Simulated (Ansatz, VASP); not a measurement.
GaP in VASP and in Ansatz

Contents of INCAR:

```
PREC = Accurate ; ENCUT = 500
EDIFF = 1E-7 ; ISMEAR = 0
SIGMA = 0.01 ; LREAL = F
LASPH = T ; NELM = 120
ALGO = Normal ; ISIF = 3
LWAVE = F ; LCHARG = F
GGA = RE ; IVDW = 12
IBRION = 2 ; NSW = 80
EDIFFG = -0.01 ; GGA_COMPAT = F
NELMIN = 4
```

KPOINTS

```
regular mesh
0
Gamma
  6 6 6
```

File POSCAR:

```
GaP
1.0
    0.0000000000      2.7252500000      2.7252500000
    2.7252500000      0.0000000000      2.7252500000
    2.7252500000      2.7252500000      0.0000000000
Ga P
1 1
Direct
    0.0000000000      0.0000000000      0.0000000000
    0.7500000000      0.7500000000      0.7500000000
```

Input for Ansatz:

```yaml
crystal:
  lattice:
    bravais: fcc
    a: 5.4505
  space_group: 216
  atoms:
    - { symbol: Ga, position: [0.0, 0.0, 0.0] }
    - { symbol: P, position: [0.25, 0.25, 0.75] }
  reduce_to_primitive: true
kpoints:
  mp_grid:
    grid: [6, 6, 6]
    shift: [0.0, 0.0, 0.0]
hamiltonian:
  xc: revpbe
  dispersion: d3bj
scf:
  convergence:
    dr2_threshold: 1.0e-10
  occupations:
    method: fixed
relax:
  cell: {}
```

Alike in both runs: task relaxation of cell and atoms; functional revPBE; dispersion D3(BJ); k mesh 6 × 6 × 6; no spin polarisation.

|  | VASP | Ansatz |
| --- | --- | --- |
| version | VASP 6.6.1 | Ansatz 0.2.0 |
| potentials or method | VASP PAW PBE potentials, release 64 (Ga_d, P) | plane waves, PAW |
| plane-wave cutoff (eV) | 500 | 420 |
| occupations | gaussian, width 0.01 eV | fixed |
| valence electrons in the cell | 18 | 18 |

```csv
,VASP,Ansatz,Ansatz less VASP
relaxed volume (Å³/atom),19.88,19.91,+0.028
relaxed cell length with the largest relative difference (Å),3.831,3.833,+0.0018
```

VASP's potentials were made for PBE, not for revPBE.
